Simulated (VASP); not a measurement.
# SnTe (Fm-3m) in VASP: notebook

SnTe is run at these levels: PBEsol-based screened hybrid with 25 % exact exchange, HSE06, PBE0; tasks: single point.

Program: VASP 6.6.1. These are calculated values, not measurements. Logs are shortened: lines on timing, memory, paths and dates and some standing lists are left out, and cuts for length are marked.

## Step 1: The cell of the first run

Symmetry: Fm-3m, No. 225, cubic system. The conventional cell has a = 6.343 Å, b = 6.343 Å, c = 6.343 Å, α = 90.00°, β = 90.00°, γ = 90.00°. Te (site symmetry m-3m) has 6 Sn at 3.17 Å within 4.2 Å. Within 4.2 Å of Sn (site symmetry m-3m) lie 6 Te at 3.17 Å.

## Step 2: Single point, PBEsol-based screened hybrid with 25 % exact exchange

Input file POSCAR:

```
SnTe
1.0
    0.0000000000      3.1717171644      3.1717171644
    3.1717171644      0.0000000000      3.1717171644
    3.1717171644      3.1717171644      0.0000000000
Te Sn
1 1
Direct
    0.5000000000      0.5000000000      0.5000000000
    0.0000000000      0.0000000000      0.0000000000
```

Input file INCAR.step1:

```
PREC     = Accurate       # precision mode
ENCUT    = 520            # plane-wave cutoff, eV
EDIFF    = 1E-5           # SCF threshold, eV
ISMEAR   = -1             # smearing method
SIGMA    = 0.05           # smearing width, eV
LREAL    = F              # projectors in reciprocal space
LASPH    = T              # aspherical terms in the spheres
NELM     = 80             # most SCF steps
ALGO     = Normal         # electronic algorithm
ISIF     = 2              # what is computed and relaxed
LWAVE    = T              # write WAVECAR
LCHARG   = F              # write CHGCAR
GGA      = PE             # functional
NBANDS   = 17             # bands
```

Input file INCAR.step2:

```
PREC     = Accurate       # precision mode
ENCUT    = 520            # plane-wave cutoff, eV
EDIFF    = 1E-6           # SCF threshold, eV
ISMEAR   = -1             # smearing method
SIGMA    = 0.05           # smearing width, eV
LREAL    = F              # projectors in reciprocal space
LASPH    = T              # aspherical terms in the spheres
NELM     = 80             # most SCF steps
ALGO     = Normal         # electronic algorithm
ISIF     = 2              # what is computed and relaxed
LWAVE    = F              # write WAVECAR
LCHARG   = F              # write CHGCAR
GGA      = PS             # functional
LHFCALC  = T              # exact exchange
AEXX     = 0.25           # exact-exchange fraction
HFSCREEN = 0.207          # screening, 1/A
PRECFOCK = Normal       
ISTART   = 1            
NBANDS   = 17             # bands
```

Input file KPOINTS:

```
Automatic mesh
0
Gamma
  4 4 4
```

Potentials or basis: VASP PAW PBE potentials, release 64 (Te, Sn_d).

The run is started by

```sh
> cat potpaw_PBE.64/Te/POTCAR potpaw_PBE.64/Sn_d/POTCAR > POTCAR
> cp INCAR.step1 INCAR
> mpirun -np 1 vasp_std > vasp.out
> cp INCAR.step2 INCAR
> mpirun -np 1 vasp_std > vasp.out
```

OUTCAR:

```text
PREC = Accurate
   ENCUT = 520
   EDIFF = 1E-6
   ISMEAR = -1
   LREAL = F
   LASPH = T
   NELM = 80
   ISIF = 2
   GGA = PS
   LHFCALC = T
   AEXX = 0.25
   HFSCREEN = 0.207
   PRECFOCK = Normal
   ISTART = 1

 ion  position               nearest neighbor table
   1  0.500  0.500  0.500-   2 3.17   2 3.17   2 3.17   2 3.17   2 3.17   2 3.17
   2  0.000  0.000  0.000-   1 3.17   1 3.17   1 3.17   1 3.17   1 3.17   1 3.17

  LATTYP: Found a face centered cubic cell.
 ALAT       =     6.3434343288

  Lattice vectors:

 A1 = (   0.0000000000,   3.1717171644,   3.1717171644)
 A2 = (   3.1717171644,   0.0000000000,   3.1717171644)
 A3 = (   3.1717171644,   3.1717171644,   0.0000000000)

Analysis of symmetry for initial positions (statically):
=====================================================================
 Subroutine PRICEL returns:
 Original cell was already a primitive cell.

 Routine SETGRP: Setting up the symmetry group for a
 face centered cubic supercell.

 Subroutine GETGRP returns: Found 48 space group operations
 (whereof 48 operations were pure point group operations)
 out of a pool of 48 trial point group operations.

The static configuration has the point symmetry O_h .

Analysis of symmetry for dynamics (positions and initial velocities):
=====================================================================
 Subroutine PRICEL returns:
 Original cell was already a primitive cell.

 Routine SETGRP: Setting up the symmetry group for a
 face centered cubic supercell.

 Subroutine GETGRP returns: Found 48 space group operations
 (whereof 48 operations were pure point group operations)
 out of a pool of 48 trial point group operations.

The dynamic configuration has the point symmetry O_h .

 Subroutine INISYM returns: Found 48 space group operations
 (whereof 48 operations are pure point group operations),
 and found     1 'primitive' translations

----------------------------------------------------------------------------------------

                                     Primitive cell

[... 72 lines left out ...]
   NELM   =     80;   NELMIN=  2; NELMDL=  0     # of ELM steps
   EDIFF  = 0.1E-05   stopping-criterion for ELM
   LREAL  =      F    real-space projection
   EDIFFG = 0.1E-04   stopping-criterion for IOM
   NSW    =      0    number of steps for IOM
   IBRION =     -1    ionic relax: 0-MD 1-quasi-New 2-CG
   NFREE  =      0    steps in history (QN), initial steepest desc. (CG)
   ISIF   =      2    stress and relaxation
   ISYM   =      3    0-nonsym 1-usesym 2-fastsym
   POTIM  = 0.5000    time-step for ionic-motion
   TEBEG  =    0.0;   TEEND  =   0.0 temperature during run
   PSTRESS=    0.0 pullay stress
   NELECT =      20.0000    total number of electrons
   NUPDOWN=      -1.0000    fix difference up-down
   EMIN   =  10.00;   EMAX   =-10.00  energy-range for DOS
   EFERMI =   0.00;   METHOD = LEGACY
   ISMEAR =    -1;   SIGMA  =   0.05  broadening in eV -4-tet -1-fermi 0-gaus
   EFERMI_NEDOS =   21; number of points for ismear=-14 and -15
   IALGO  =     38    algorithm
   IMIX   =      1    mixing-type and parameters
     AMIX     =   0.40;   BMIX     =  1.00
     AMIX_MAG =   1.60;   BMIX_MAG =  1.00
  volume/ion in A,a.u.               =      31.91       215.32
  Fermi-wavevector in a.u.,A,eV,Ry     =   1.112023  2.101418 16.824894  1.236595
  Thomas-Fermi vector in A             =   2.248592
   LORBIT       =      0    0 simple, 1 ext, 2 COOP (PROOUT), +10 PAW based schemes
   GGA     = PS    functional components
   LHFCALC =     T    Hartree Fock is set to
   PRECFOCK=normal    Normal, Fast or Accurate (Low or Medium for compatibility)
   ENCUT4O =  -1.0   cutoff for four orbital integrals eV
   NKREDX  =     1    reduce k-point grid by
   NKREDY  =     1    reduce k-point grid by
   NKREDZ  =     1    reduce k-point grid by
   AEXX    =    0.2500 exact exchange contribution
   HFSCREEN=    0.2070 screening length (either q_TF or 0.3 A-1)
   HFSCREENC=   0.2070 screening length for correlation (either q_TF or 0.3 A-1)
   ENCUTFOCK=  -1.0 apply spherical cutoff to Coloumb kernel
   IVDW    =     0    specifies the selected vdW correction
   LEPSILON=     F    determine dielectric tensor
   LRPA    =     F    only Hartree local field effects (RPA)
 non-spin polarized calculation
  energy-cutoff  :      520.00
  volume of cell :       63.81
 maximum number of plane-waves:      1759
 NGX is ok and might be reduce to    36
  NGX = 28; NGY = 28; NGZ = 28

 number of electron      20.0000001 magnetization

 Free energy of the ion-electron system (eV)
  ---------------------------------------------------
  ext. energy  EPLUGINS =         0.00000000
  ---------------------------------------------------
  free energy    TOTEN  =        -9.54427456 eV

  energy without entropy =       -9.53652019  energy(sigma->0) =       -9.54039738

 E-fermi :   6.5734     XC(G=0):  -7.9525

 val. band max:        6.5335658149   @ k =   0.5000   0.0000   0.0000
 cond. band min:       6.6132490686   @ k =   0.5000   0.0000   0.0000
 fundamental gap:      0.0796832537
 Fermi energy:         6.5733923838

 k-point     1 :       0.0000    0.0000    0.0000
  band No.  band energies     occupation
      1     -17.7314      2.00000
      2     -17.7314      2.00000
      3     -17.7185      2.00000
      4     -17.7185      2.00000
      5     -17.7185      2.00000
      6      -7.6309      2.00000
[... 137 lines left out ...]
      4     -17.7154      2.00000
      5     -17.7083      2.00000
      6      -5.8099      2.00000
[... 9 lines left out ...]
     16      17.4167      0.00000
     17      18.1008      0.00000

------------------------ aborting loop because EDIFF is reached ----------------------------------------

  FORCE on cell =-STRESS in cart. coord.  units (eV):
  Direction    XX          YY          ZZ          XY          YZ          ZX
  --------------------------------------------------------------------------------------
  -------------------------------------------------------------------------------------
  Total       -0.6646805     -0.6646805     -0.6646805      0.0000000      0.0000000     -0.0000000
  in kB      -16.6882262    -16.6882262    -16.6882262      0.0000000      0.0000000     -0.0000000
  external PRESSURE =     -16.6882262 kB  Pullay stress =       0.0000000 kB

 VOLUME and BASIS-vectors are now :
 -----------------------------------------------------------------------------
  energy-cutoff  :      520.00
  volume of cell :       63.81
      direct lattice vectors                 reciprocal lattice vectors
     0.000000000  3.171717164  3.171717164    -0.157643312  0.157643312  0.157643312
     3.171717164  0.000000000  3.171717164     0.157643312 -0.157643312  0.157643312
     3.171717164  3.171717164  0.000000000     0.157643312  0.157643312 -0.157643312

 POSITION                                       TOTAL-FORCE (eV/Angst)
 -----------------------------------------------------------------------------------
      3.17172      3.17172      3.17172         0.000000     -0.000000      0.000000
      0.00000      0.00000      0.00000        -0.000000      0.000000      0.000000
 -----------------------------------------------------------------------------------
    total drift:                                0.000001      0.000002      0.000001

  FREE ENERGIE OF THE ION-ELECTRON SYSTEM (eV)
  ---------------------------------------------------
  free  energy   TOTEN  =        -9.5442745602 eV

  energy  without entropy=       -9.5365201947  energy(sigma->0) =       -9.54039738
```

Run time: 16 min. Hardware: 1 thread of AMD EPYC 7R43 (Zen 3), shared host; peak memory 0.29 GiB.

Results:

```
Free energy            : -9.5443 eV
Pressure               : -1.7 GPa
Band gap on the k mesh : 0.08 eV
```

Caveat: the k points lie up to 0.43 Å⁻¹ apart; the PAW data sets were made with another functional, which shifts forces and pressure a little; spin-orbit coupling is left out, which moves the levels of the heavy elements. A k mesh can miss the band edges.

## Step 3: Single point, PBEsol-based screened hybrid with 25 % exact exchange

This run uses another cell than the first one, of 32.53 Å³/atom.

Input file POSCAR:

```
SnTe
1.0
    0.0000000000      3.1923133075      3.1923133075
    3.1923133075      0.0000000000      3.1923133075
    3.1923133075      3.1923133075      0.0000000000
Te Sn
1 1
Direct
    0.5000000000      0.5000000000      0.5000000000
    0.0000000000      0.0000000000      0.0000000000
```

Input file INCAR.step1:

```
PREC = Accurate ; ENCUT = 520
EDIFF = 1E-5 ; ISMEAR = -1
SIGMA = 0.05 ; LREAL = False
LASPH = True ; NELM = 100
ALGO = Normal ; ISIF = 2
LWAVE = True ; NBANDS = 17
GGA = PE
```

Input file INCAR.step2:

```
PREC = Accurate ; ENCUT = 520
EDIFF = 1E-7 ; ISMEAR = -1
SIGMA = 0.05 ; LREAL = False
LASPH = True ; NELM = 100
ALGO = Normal ; ISIF = 2
LWAVE = False ; LCHARG = True
GGA = PS ; LHFCALC = True
AEXX = 0.25 ; HFSCREEN = 0.207
PRECFOCK = Normal ; LELF = True
LVHAR = True ; NBANDS = 17
ISTART = 1
```

Input file KPOINTS:

```
regular mesh
0
Gamma
  4 4 4
```

Potentials or basis: VASP PAW PBE potentials, release 64 (Te, Sn_d).

The run is started by

```sh
> cat potpaw_PBE.64/Te/POTCAR potpaw_PBE.64/Sn_d/POTCAR > POTCAR
> cp INCAR.step1 INCAR
> mpirun -np 1 vasp_std > vasp.out
> cp INCAR.step2 INCAR
> mpirun -np 1 vasp_std > vasp.out
```

It took 18 min on 1 thread of AMD EPYC 7R43 (Zen 3), shared host; peak memory 0.29 GiB.

It converged, with:

- Free energy: -9.5290 eV
- Pressure: -2.3 GPa
- Band gap on the k mesh: 0.17 eV

Levels at points of the mesh, in eV from the valence-band top:
```tsv
k point	band 8	band 9	band 10	band 11	band 12	band 13
(0.00, 0.00, 0.00)	-2.39	-2.39	-2.39	3.79	3.79	3.79
(0.50, 0.00, 0.00)	-2.05	-2.05	0.00	0.17	0.62	0.62
(0.50, 0.50, 0.00)	-6.05	-4.08	-4.08	2.56	5.39	5.39
```

Caveat: the k points lie up to 0.43 Å⁻¹ apart; the PAW data sets were made with another functional, which shifts forces and pressure a little; spin-orbit coupling is left out, which moves the levels of the heavy elements.

## Step 4: Single point, PBEsol-based screened hybrid with 25 % exact exchange

This run uses another cell than the first one, of 33.16 Å³/atom.

Input file POSCAR:

```
SnTe
1.0
    0.0000000000      3.2126470615      3.2126470615
    3.2126470615      0.0000000000      3.2126470615
    3.2126470615      3.2126470615      0.0000000000
Te Sn
1 1
Direct
    0.5000000000      0.5000000000      0.5000000000
    0.0000000000      0.0000000000      0.0000000000
```

Input file INCAR.step1:

```
PREC = Accurate
ENCUT = 520
EDIFF = 1E-5
ISMEAR = -1
SIGMA = 0.05
LREAL = F
LASPH = T
NELM = 80
ALGO = Normal
ISIF = 2
LWAVE = T
LCHARG = F
NBANDS = 17
GGA = PE
```

Input file INCAR.step2:

```
PREC = Accurate
ENCUT = 520
EDIFF = 1E-7
ISMEAR = -1
SIGMA = 0.05
LREAL = F
LASPH = T
NELM = 80
ALGO = Normal
ISIF = 2
LWAVE = F
LCHARG = F
GGA = PS
LHFCALC = T
AEXX = 0.25
HFSCREEN = 0.207
PRECFOCK = Normal
NBANDS = 17
ISTART = 1
```

KPOINTS is that of step 3.

The run is started by

```sh
> cat potpaw_PBE.64/Te/POTCAR potpaw_PBE.64/Sn_d/POTCAR > POTCAR
> cp INCAR.step1 INCAR
> mpirun -np 1 vasp_std > vasp.out
> cp INCAR.step2 INCAR
> mpirun -np 1 vasp_std > vasp.out
```

It took 31 min on 1 thread of AMD EPYC 7R43 (Zen 3), shared host; peak memory 0.29 GiB.

It converged, with:

- Free energy: -9.5086 eV
- Pressure: -3.0 GPa
- Band gap on the k mesh: 0.24 eV

Levels at points of the mesh, in eV from the valence-band top:
```
           k point  band 8  band 9  band 10  band 11  band 12  band 13
(0.00, 0.00, 0.00)   -2.28   -2.28    -2.28     3.80     3.80     3.80
(0.50, 0.00, 0.00)   -1.95   -1.95     0.00     0.24     0.70     0.70
(0.50, 0.50, 0.00)   -5.85   -3.93    -3.93     2.69     5.35     5.35
```

Caveat: the k points lie up to 0.42 Å⁻¹ apart; the PAW data sets were made with another functional, which shifts forces and pressure a little; spin-orbit coupling is left out, which moves the levels of the heavy elements. A k mesh can miss the band edges.

## Step 5: Single point, HSE06

This run uses another cell than the first one, of 33.16 Å³/atom.

POSCAR is that of step 4.

Input file INCAR.step1:

```
SYSTEM = SnTe
  ALGO = Normal
  EDIFF = 1E-5
  ENCUT = 520
  GGA = PE
  ISIF = 2
  ISMEAR = -1
  LASPH = .TRUE.
  LCHARG = .FALSE.
  LREAL = .FALSE.
  LWAVE = .TRUE.
  NBANDS = 17
  NELM = 60
  PREC = Accurate
  SIGMA = 0.05
```

Input file INCAR.step2:

```
SYSTEM = SnTe
  ALGO = Normal
  EDIFF = 1E-6
  ENCUT = 520
  GGA = PE
  HFSCREEN = 0.2079
  ISIF = 2
  ISMEAR = -1
  ISTART = 1
  LASPH = .TRUE.
  LCHARG = .FALSE.
  LHFCALC = .TRUE.
  LREAL = .FALSE.
  LWAVE = .FALSE.
  NBANDS = 17
  NELM = 60
  PREC = Accurate
  PRECFOCK = Normal
  SIGMA = 0.05
```

Input file KPOINTS:

```
k-points
0
G
  4 4 4
  0 0 0
```

The run is started by

```sh
> cat potpaw_PBE.64/Te/POTCAR potpaw_PBE.64/Sn_d/POTCAR > POTCAR
> cp INCAR.step1 INCAR
> mpirun -np 1 vasp_std > vasp.out
> cp INCAR.step2 INCAR
> mpirun -np 1 vasp_std > vasp.out
```

Wall time 12 min (1 thread of AMD EPYC 7R13 (Zen 3), shared host); peak memory 0.29 GiB.

It converged, with:

```yaml
Free_energy: -9.0131 eV
Pressure: -1.5 GPa
Band_gap_on_the_k_mesh: 0.28 eV
```

Levels at points of the mesh, in eV from the valence-band top:
```tsv
k point	band 6	band 7	band 8	band 9	band 10	band 11	band 12	band 13	band 14	band 15
(0.00, 0.00, 0.00)	-13.74	-5.26	-2.31	-2.31	-2.31	3.81	3.81	3.81	5.32	5.32
(0.50, 0.00, 0.00)	-12.45	-8.96	-1.98	-1.98	0.00	0.28	0.71	0.71	8.31	9.27
(0.50, 0.50, 0.00)	-12.16	-7.04	-5.86	-3.95	-3.95	2.70	5.36	5.36	6.78	9.55
```

Caveat: the k points lie up to 0.42 Å⁻¹ apart; the PAW data sets were made with another functional, which shifts forces and pressure a little; spin-orbit coupling is left out, which moves the levels of the heavy elements. A k mesh can miss the band edges.

## Step 6: Single point, PBE0

This run uses another cell than the first one, of 31.28 Å³/atom.

Input file POSCAR:

```
SnTe
1.0
    0.0000000000      3.1508500000      3.1508500000
    3.1508500000      0.0000000000      3.1508500000
    3.1508500000      3.1508500000      0.0000000000
Te Sn
1 1
Direct
    0.5000000000      0.5000000000      0.5000000000
    0.0000000000      0.0000000000      0.0000000000
```

Input file INCAR.step1:

```
ALGO = Normal ; EDIFF = 1E-5
ENCUT = 520 ; GGA = PE
ISIF = 2 ; ISMEAR = -1
LASPH = True ; LCHARG = False
LREAL = False ; LWAVE = True
NBANDS = 17 ; NELM = 100
PREC = Accurate ; SIGMA = 0.05
```

Input file INCAR.step2:

```
AEXX = 0.25 ; ALGO = Normal
EDIFF = 1E-6 ; ENCUT = 520
GGA = PE ; ISIF = 2
ISMEAR = -1 ; ISTART = 1
LASPH = True ; LCHARG = False
LHFCALC = True ; LREAL = False
LWAVE = False ; NBANDS = 17
NELM = 100 ; PREC = Accurate
PRECFOCK = Normal ; SIGMA = 0.05
```

Input file KPOINTS:

```
k-points
0
Gamma
  4 4 4
```

Potentials or basis: VASP PAW PBE potentials, release 64 (Te, Sn_d).

The run is started by

```sh
> cat potpaw_PBE.64/Te/POTCAR potpaw_PBE.64/Sn_d/POTCAR > POTCAR
> cp INCAR.step1 INCAR
> mpirun -np 1 vasp_std > vasp.out
> cp INCAR.step2 INCAR
> mpirun -np 1 vasp_std > vasp.out
```

It took 28 min on 1 thread of AMD EPYC 7R43 (Zen 3), shared host; peak memory 0.18 GiB.

Results (log left out):

| Property | Result |
| --- | --- |
| Free energy | -10.0351 eV |
| Pressure | -0.1 GPa |
| Band gap on the k mesh | 0.62 eV |

Levels at points of the mesh, in eV from the valence-band top:
| k point | band 8 | band 9 | band 10 | band 11 | band 12 | band 13 |
| --- | --- | --- | --- | --- | --- | --- |
| (0.00, 0.00, 0.00) | -2.74 | -2.74 | -2.74 | 4.45 | 4.45 | 4.45 |
| (0.50, 0.00, 0.00) | -2.37 | -2.37 | 0.00 | 0.62 | 1.05 | 1.05 |
| (0.50, 0.50, 0.00) | -6.63 | -4.53 | -4.53 | 2.92 | 6.17 | 6.17 |

Caveat: the k points lie up to 0.43 Å⁻¹ apart; the PAW data sets were made with another functional, which shifts forces and pressure a little; spin-orbit coupling is left out, which moves the levels of the heavy elements. A k mesh can miss the band edges.

## Step 7: Summary

| level | cell | screening parameter | gap on the mesh (eV) | pressure (GPa) |
| --- | --- | --- | --- | --- |
| PBEsol-based screened hybrid with 25 % exact exchange | a = 4.485 Å, angles 60.0°, 2 atoms | 0.207 1/Å | 0.08 | -1.7 |
| PBEsol-based screened hybrid with 25 % exact exchange | a = 4.515 Å, angles 60.0°, 2 atoms | 0.207 1/Å | 0.17 | -2.3 |
| PBEsol-based screened hybrid with 25 % exact exchange | a = 4.543 Å, angles 60.0°, 2 atoms | 0.207 1/Å | 0.24 | -3.0 |
| HSE06 | a = 4.543 Å, angles 60.0°, 2 atoms | 0.2079 1/Å | 0.28 | -1.5 |
| PBE0 | a = 4.456 Å, angles 60.0°, 2 atoms | - | 0.62 | -0.1 |

Alike in all rows: task single point; potentials or basis VASP PAW PBE potentials, release 64 (Te, Sn_d); no spin polarisation; k mesh 4 × 4 × 4; cutoff (eV) 520; smearing fermi-dirac 0.05 eV.

Caveats: all runs use coarse meshes; the PAW data sets were made with another functional, which shifts forces and pressure a little; spin-orbit coupling is left out, which moves the levels of the heavy elements.

Absolute energies hang on the potentials; compare differences alone.
